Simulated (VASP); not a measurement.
# ZnS (F-43m) in VASP: single point with PBEsol

Aim: the single point of ZnS with PBEsol.

Program: VASP 6.6.1. These are calculated values, not measurements. Logs are shortened: lines on timing, memory, paths and dates and some standing lists are left out, and cuts for length are marked.

### 1 The cell of the first run

It takes space group F-43m (No. 216, cubic). Conventional cell: a = 5.404 Å, b = 5.404 Å, c = 5.404 Å, α = 90.00°, β = 90.00°, γ = 90.00°. Zn (site symmetry -43m) has 4 S at 2.34 Å within 3.1 Å. Within 3.1 Å of S (site symmetry -43m) lie 4 Zn at 2.34 Å.

### 2 Single point, PBEsol

File INCAR:

```
PREC     = Accurate       # precision mode
ENCUT    = 500            # plane-wave cutoff, eV
EDIFF    = 1E-6           # SCF threshold, eV
ISMEAR   = 0              # smearing method
SIGMA    = 0.01           # smearing width, eV
LREAL    = False          # projectors in reciprocal space
LASPH    = True           # aspherical terms in the spheres
NELM     = 120            # most SCF steps
ALGO     = Normal         # electronic algorithm
ISIF     = 2              # what is computed and relaxed
LWAVE    = False          # write WAVECAR
LCHARG   = False          # write CHGCAR
GGA      = PS             # functional
NBANDS   = 16             # bands
GGA_COMPAT= False
```

File KPOINTS:

```
Automatic mesh
0
Gamma
  8 8 8
```

File POSCAR:

```
ZnS
1.0
    0.0000000000      2.7020000000      2.7020000000
    2.7020000000      0.0000000000      2.7020000000
    2.7020000000      2.7020000000      0.0000000000
Zn S
1 1
Direct
    0.7500000000      0.7500000000      0.7500000000
    0.0000000000      0.0000000000      0.0000000000
```

Potentials or basis: VASP PAW PBE potentials, release 64 (Zn, S).

Launch:

```bash
cat potpaw_PBE.64/Zn/POTCAR potpaw_PBE.64/S/POTCAR > POTCAR
mpirun -np 1 vasp_std > vasp.out
```

OUTCAR:

```text
PREC = Accurate
   ENCUT = 500
   EDIFF = 1E-6
   ISMEAR = 0
   LREAL = False
   LASPH = True
   NELM = 120
   ISIF = 2
   GGA = PS

 ion  position               nearest neighbor table
   1  0.750  0.750  0.750-   2 2.34   2 2.34   2 2.34   2 2.34
   2  0.000  0.000  0.000-   1 2.34   1 2.34   1 2.34   1 2.34

  LATTYP: Found a face centered cubic cell.
 ALAT       =     5.4040000000

  Lattice vectors:

 A1 = (   0.0000000000,   2.7020000000,   2.7020000000)
 A2 = (   2.7020000000,   0.0000000000,   2.7020000000)
 A3 = (   2.7020000000,   2.7020000000,   0.0000000000)

Analysis of symmetry for initial positions (statically):
=====================================================================
 Subroutine PRICEL returns:
 Original cell was already a primitive cell.

 Routine SETGRP: Setting up the symmetry group for a
 face centered cubic supercell.

 Subroutine GETGRP returns: Found 24 space group operations
 (whereof 24 operations were pure point group operations)
 out of a pool of 48 trial point group operations.

The static configuration has the point symmetry T_d .

Analysis of symmetry for dynamics (positions and initial velocities):
=====================================================================
 Subroutine PRICEL returns:
 Original cell was already a primitive cell.

 Routine SETGRP: Setting up the symmetry group for a
 face centered cubic supercell.

 Subroutine GETGRP returns: Found 24 space group operations
 (whereof 24 operations were pure point group operations)
 out of a pool of 48 trial point group operations.

The dynamic configuration has the point symmetry T_d .

 Subroutine INISYM returns: Found 24 space group operations
 (whereof 24 operations are pure point group operations),
 and found     1 'primitive' translations

----------------------------------------------------------------------------------------

                                     Primitive cell

  volume of cell :      39.4535

  direct lattice vectors                    reciprocal lattice vectors
     0.000000000  2.702000000  2.702000000    -0.185048113  0.185048113  0.185048113
     2.702000000  0.000000000  2.702000000     0.185048113 -0.185048113  0.185048113
     2.702000000  2.702000000  0.000000000     0.185048113  0.185048113 -0.185048113

  length of vectors
     3.821205046  3.821205046  3.821205046     0.320512733  0.320512733  0.320512733

  position of ions in fractional coordinates (direct lattice)
     0.750000000  0.750000000  0.750000000
     0.000000000  0.000000000  0.000000000

  ion indices of the primitive-cell ions
   primitive index   ion index
                 1           1
                 2           2

----------------------------------------------------------------------------------------

 KPOINTS: Automatic mesh

Automatic generation of k-mesh.
 Grid dimensions read from file:
 generate k-points for:    8    8    8

 Generating k-lattice:

  Cartesian coordinates                     Fractional coordinates (reciprocal lattice)
    -0.023131014  0.023131014  0.023131014     0.125000000  0.000000000  0.000000000
     0.023131014 -0.023131014  0.023131014     0.000000000  0.125000000  0.000000000
     0.023131014  0.023131014 -0.023131014     0.000000000  0.000000000  0.125000000

  Length of vectors
     0.040064092  0.040064092  0.040064092

  Shift w.r.t. Gamma in fractional coordinates (k-lattice)
     0.000000000  0.000000000  0.000000000

 Subroutine IBZKPT returns following result:
 ===========================================

 Found     29 irreducible k-points:

 Following reciprocal coordinates:
            Coordinates               Weight
  0.000000  0.000000  0.000000      1.000000
  0.125000  0.000000  0.000000      8.000000
  0.250000  0.000000  0.000000      8.000000
  0.375000  0.000000  0.000000      8.000000
  0.500000  0.000000  0.000000      4.000000
  0.125000  0.125000  0.000000      6.000000
[... 16 lines left out ...]
  0.500000  0.250000  0.125000     48.000000
 -0.375000  0.250000  0.125000     24.000000
 [... further k-points ...]
   k-points           NKPTS =     29   k-points in BZ     NKDIM =     29   number of bands    NBANDS=     16
   number of dos      NEDOS =    301   number of ions     NIONS =      2
   total plane-waves  NPLWV =  21952
   dimension x,y,z NGX =    28 NGY =   28 NGZ =   28
   dimension x,y,z NGXF=    56 NGYF=   56 NGZF=   56
   ions per type =               1   1
   NGX,Y,Z   is equivalent  to a cutoff of  12.18, 12.18, 12.18 a.u.
   NGXF,Y,Z  is equivalent  to a cutoff of  24.36, 24.36, 24.36 a.u.
 SYSTEM =  unknown system
   PREC   = accura    normal or accurate (medium, high low for compatibility)
   ISTART =      0    job   : 0-new  1-cont  2-samecut
   ICHARG =      2    charge: 1-file 2-atom 10-const
   ISPIN  =      1    spin polarized calculation?
   LNONCOLLINEAR =      F non collinear calculations
   LSORBIT =      F    spin-orbit coupling
   LASPH  =      T    aspherical Exc in radial PAW
   ENCUT  =  500.0 eV  36.75 Ry    6.06 a.u.   6.97  6.97  6.97*2*pi/ulx,y,z
   NELM   =    120;   NELMIN=  2; NELMDL= -5     # of ELM steps
   EDIFF  = 0.1E-05   stopping-criterion for ELM
   LREAL  =      F    real-space projection
   EDIFFG = 0.1E-04   stopping-criterion for IOM
   NSW    =      0    number of steps for IOM
   IBRION =     -1    ionic relax: 0-MD 1-quasi-New 2-CG
   NFREE  =      0    steps in history (QN), initial steepest desc. (CG)
   ISIF   =      2    stress and relaxation
   ISYM   =      2    0-nonsym 1-usesym 2-fastsym
   POTIM  = 0.5000    time-step for ionic-motion
   TEBEG  =    0.0;   TEEND  =   0.0 temperature during run
   PSTRESS=    0.0 pullay stress
   NELECT =      18.0000    total number of electrons
   NUPDOWN=      -1.0000    fix difference up-down
   EMIN   =  10.00;   EMAX   =-10.00  energy-range for DOS
   EFERMI =   0.00;   METHOD = LEGACY
   ISMEAR =     0;   SIGMA  =   0.01  broadening in eV -4-tet -1-fermi 0-gaus
   EFERMI_NEDOS =   21; number of points for ismear=-14 and -15
   IALGO  =     38    algorithm
   IMIX   =      4    mixing-type and parameters
     AMIX     =   0.40;   BMIX     =  1.00
     AMIX_MAG =   1.60;   BMIX_MAG =  1.00
  volume/ion in A,a.u.               =      19.73       133.12
  Fermi-wavevector in a.u.,A,eV,Ry     =   1.260290  2.381602 21.610537  1.588330
  Thomas-Fermi vector in A             =   2.393807
   LORBIT       =      0    0 simple, 1 ext, 2 COOP (PROOUT), +10 PAW based schemes
   GGA     = PS    functional components
   LHFCALC =     F    Hartree Fock is set to
   AEXX    =    0.0000 exact exchange contribution
   IVDW    =     0    specifies the selected vdW correction
   LEPSILON=     F    determine dielectric tensor
   LRPA    =     F    only Hartree local field effects (RPA)
 non-spin polarized calculation
 Gauss-broadening in eV      SIGMA  =   0.01
  energy-cutoff  :      500.00
  volume of cell :       39.45
 maximum number of plane-waves:      1018
   NGX = 13   NGY = 13   NGZ = 13

 number of electron      18.0000000 magnetization

 Free energy of the ion-electron system (eV)
  ---------------------------------------------------
  ext. energy  EPLUGINS =         0.00000000
  ---------------------------------------------------
  free energy    TOTEN  =        -7.58334093 eV

  energy without entropy =       -7.58334093  energy(sigma->0) =       -7.58334093

 E-fermi :   2.0969     XC(G=0):  -9.8499

 val. band max:        2.0133622163   @ k =   0.0000   0.0000   0.0000
 cond. band min:       3.9908664514   @ k =   0.0000   0.0000   0.0000
 fundamental gap:      1.9775042351
 Fermi energy:         2.0969039163

 k-point     1 :       0.0000    0.0000    0.0000
  band No.  band energies     occupation
      1     -11.1416      2.00000
      2      -4.3581      2.00000
      3      -4.3581      2.00000
      4      -4.3581      2.00000
      5      -3.8588      2.00000
      6      -3.8588      2.00000
[... 8 lines left out ...]
     15      13.7484      0.00000
     16      13.7484      0.00000

 k-point     2 :       0.1250    0.0000    0.0000
  band No.  band energies     occupation
      1     -11.0230      2.00000
      2      -4.3586      2.00000
      3      -4.3370      2.00000
      4      -4.3370      2.00000
      5      -3.8606      2.00000
      6      -3.8606      2.00000
[... 8 lines left out ...]
     15      13.1204      0.00000
     16      14.4523      0.00000

 k-point     3 :       0.2500    0.0000    0.0000
  band No.  band energies     occupation
      1     -10.7127      2.00000
      2      -4.3159      2.00000
      3      -4.2908      2.00000
      4      -4.2908      2.00000
      5      -3.8575      2.00000
      6      -3.8575      2.00000
[... 8 lines left out ...]
     15      12.9094      0.00000
     16      13.9871      0.00000

 k-point     4 :       0.3750    0.0000    0.0000
  band No.  band energies     occupation
      1     -10.3591      2.00000
      2      -4.2545      2.00000
      3      -4.2545      2.00000
      4      -4.1033      2.00000
      5      -3.8405      2.00000
      6      -3.8405      2.00000
[... 8 lines left out ...]
     15      14.0316      0.00000
     16      14.0316      0.00000

 k-point     5 :       0.5000    0.0000    0.0000
  band No.  band energies     occupation
      1     -10.1962      2.00000
      2      -4.2432      2.00000
      3      -4.2432      2.00000
      4      -3.8285      2.00000
      5      -3.8285      2.00000
      6      -3.6573      2.00000
[... 8 lines left out ...]
     15      15.4002      0.00000
     16      15.4002      0.00000

 k-point     6 :       0.1250    0.1250    0.0000
  band No.  band energies     occupation
      1     -10.9835      2.00000
      2      -4.3798      2.00000
      3      -4.3190      2.00000
      4      -4.3190      2.00000
      5      -3.8758      2.00000
      6      -3.8477      2.00000
[... 8 lines left out ...]
     15      13.9522      0.00000
     16      14.9744      0.00000
[... 267 lines left out ...]
 k-point    21 :       0.5000    0.5000    0.0000
  band No.  band energies     occupation
      1      -9.8783      2.00000
      2      -4.3979      2.00000
      3      -4.0142      2.00000
      4      -4.0142      2.00000
      5      -3.7828      2.00000
      6      -3.6437      2.00000
[... 8 lines left out ...]
     15      15.7454      0.00000
     16      16.5103      0.00000

 k-point    22 :       0.3750    0.2500    0.1250
  band No.  band energies     occupation
      1     -10.4691      2.00000
      2      -4.3416      2.00000
      3      -4.2263      2.00000
      4      -4.1996      2.00000
      5      -3.8823      2.00000
      6      -3.8205      2.00000
[... 8 lines left out ...]
     15      14.7495      0.00000
     16      16.9398      0.00000

 k-point    23 :       0.5000    0.2500    0.1250
  band No.  band energies     occupation
      1     -10.1735      2.00000
      2      -4.2500      2.00000
      3      -4.1961      2.00000
      4      -4.0576      2.00000
      5      -3.8417      2.00000
      6      -3.7866      2.00000
[... 8 lines left out ...]
     15      15.6754      0.00000
     16      16.2892      0.00000

 k-point    24 :      -0.3750    0.2500    0.1250
  band No.  band energies     occupation
      1     -10.0407      2.00000
      2      -4.2328      2.00000
      3      -4.1739      2.00000
      4      -3.9162      2.00000
      5      -3.8467      2.00000
      6      -3.5876      2.00000
[... 8 lines left out ...]
     15      15.3661      0.00000
     16      16.2263      0.00000

 [... further k-points ...]

------------------------ aborting loop because EDIFF is reached ----------------------------------------

  FORCE on cell =-STRESS in cart. coord.  units (eV):
  Direction    XX          YY          ZZ          XY          YZ          ZX
  --------------------------------------------------------------------------------------
  -------------------------------------------------------------------------------------
  Total       -0.4422836     -0.4422836     -0.4422836      0.0000000      0.0000000      0.0000000
  in kB      -17.9607862    -17.9607862    -17.9607862      0.0000000      0.0000000      0.0000000
  external PRESSURE =     -17.9607862 kB  Pullay stress =       0.0000000 kB

 VOLUME and BASIS-vectors are now :
 -----------------------------------------------------------------------------
  energy-cutoff  :      500.00
  volume of cell :       39.45
      direct lattice vectors                 reciprocal lattice vectors
     0.000000000  2.702000000  2.702000000    -0.185048113  0.185048113  0.185048113
     2.702000000  0.000000000  2.702000000     0.185048113 -0.185048113  0.185048113
     2.702000000  2.702000000  0.000000000     0.185048113  0.185048113 -0.185048113

 POSITION                                       TOTAL-FORCE (eV/Angst)
 -----------------------------------------------------------------------------------
      4.05300      4.05300      4.05300         0.000000      0.000000      0.000000
      0.00000      0.00000      0.00000        -0.000000     -0.000000     -0.000000
 -----------------------------------------------------------------------------------
    total drift:                                0.000001      0.000001      0.000001

  FREE ENERGIE OF THE ION-ELECTRON SYSTEM (eV)
  ---------------------------------------------------
  free  energy   TOTEN  =        -7.5833409288 eV

  energy  without entropy=       -7.5833409288  energy(sigma->0) =       -7.58334093
```

Run time: 8.7 s. Hardware: 1 thread of AMD EPYC 9R45 (Zen 5), shared host; peak memory 0.13 GiB.

Results:

```
Free energy            : -7.5833 eV
Pressure               : -1.8 GPa
Band gap on the k mesh : 1.98 eV
```

Levels at points of the mesh, in eV from the valence-band top:
| k point | band 5 | band 6 | band 7 | band 8 | band 9 | band 10 | band 11 | band 12 | band 13 | band 14 |
| --- | --- | --- | --- | --- | --- | --- | --- | --- | --- | --- |
| (0.00, 0.00, 0.00) | -5.87 | -5.87 | 0.00 | 0.00 | 0.00 | 1.98 | 6.31 | 6.31 | 6.31 | 11.64 |
| (0.50, 0.00, 0.00) | -5.84 | -5.67 | -5.36 | -0.88 | -0.88 | 3.19 | 6.83 | 6.83 | 8.70 | 11.96 |
| (0.50, 0.50, 0.00) | -5.80 | -5.66 | -4.61 | -2.25 | -2.25 | 3.24 | 3.97 | 10.83 | 11.88 | 11.88 |

Caveat: the PAW data sets were made with another functional, which shifts forces and pressure a little.
